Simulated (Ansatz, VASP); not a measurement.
## KI in VASP and in Ansatz

```xyz
4
Lattice="2.4498 -4.2428 0.0000 2.4498 4.2428 0.0000 0.0000 0.0000 8.5908" Properties=species:S:1:pos:R:3 pbc="T T T"
K     2.4498    0.0000    4.2954
K     2.4498    0.0000    0.0000
I     2.4498   -2.8291    2.1477
I     2.4498    2.8291    6.4431
```

Alike in both runs: task single point; functional PBE; k mesh 6 × 6 × 2; occupations fermi-dirac, width 0.5 eV; no spin polarisation.

|  | VASP | Ansatz |
| --- | --- | --- |
| version | VASP 6.6.1 | Ansatz 0.2.0 |
| potentials or method | VASP PAW PBE potentials, release 64 (K_sv, I) | plane waves |
| plane-wave cutoff (eV) | 520 | 420 |
| valence electrons in the cell | 32 | 52 |

|  | VASP | Ansatz | Ansatz less VASP |
| --- | --- | --- | --- |
| pressure (GPa) | 0.5 | 0.5 | -0.02 |

VASP's potentials hold 32 valence electrons a cell and Ansatz's 52, so a difference there can come from the potentials and not from the codes.

Spin-orbit coupling is off throughout.
